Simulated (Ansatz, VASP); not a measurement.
**Two plane-wave programs on GaN**

```
Ga N
1.0
     0.00000    2.25350    2.25350
     2.25350    0.00000    2.25350
     2.25350    2.25350    0.00000
Ga N
1 1
Direct
  0.00000 0.00000 0.00000
  0.75000 0.75000 0.75000
```

Alike in both runs: task single point; functional PBEsol; k mesh 6 × 6 × 6; no spin polarisation.

|  | VASP | Ansatz |
| --- | --- | --- |
| version | VASP 6.6.1 | Ansatz 0.2.0 |
| potentials or method | VASP PAW PBE potentials, release 64 (Ga_d, N), cutoff 600 eV | scalar-relativistic, plane waves, PAW |
| occupations | gaussian, width 0.01 eV | fixed |
| valence electrons in the cell | 18 | 18 |

```tsv
	VASP	Ansatz	Ansatz less VASP
gap on the k mesh at the Fermi level (eV)	1.68	1.66	-0.017
least direct gap on the mesh (eV)	1.68	1.66	-0.017
pressure (GPa)	-1.5	-1.2	+0.35
```

VASP's potentials were made for PBE, not for PBEsol. Ansatz's warnings: force scf threshold loose, stress scf threshold loose.
